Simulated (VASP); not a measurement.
MgO, 4 atoms in the cell. The structure is hexagonal, space group P6_3/mmc (No. 194). Conventional cell: a = 3.486 Å, b = 3.486 Å, c = 4.178 Å, α = 90.00°, β = 90.00°, γ = 120.00°. Within 2.7 Å of Mg (site symmetry -6m2) lie 5 O at 2.01 to 2.09 Å. O (site symmetry -6m2) has 5 Mg at 2.01 to 2.09 Å within 2.7 Å. 

* Program: VASP 6.6.1
* Task: single point
* Functional: BLYP
* Potentials or basis: VASP PAW PBE potentials, release 64 (Mg_sv, O)
* Cutoff: 840 eV
* k mesh: 6 × 6 × 4
* Occupations: gaussian, width 0.01 eV
* Spin: no spin polarisation
* Dipole correction: no
* Further INCAR settings: ALGO = Normal; EDIFF = 1e-06; NBANDS = 24

Potentials or basis: VASP PAW PBE potentials, release 64 (Mg_sv, O).

Command:

```bash
$ cat potpaw_PBE.64/Mg_sv/POTCAR potpaw_PBE.64/O/POTCAR > POTCAR
$ mpirun -np 1 vasp_std > vasp.out
```

Hardware: 1 thread of Intel(R) Xeon(R) 6975P-C (Granite Rapids) (shared host).

Problem. Estimate the wall time of this run.

Solution. It took 35 s on 1 thread of Intel(R) Xeon(R) 6975P-C (Granite Rapids), on a shared host, peak memory 0.22 GiB. Counts: scf iterations 13, k points 21.
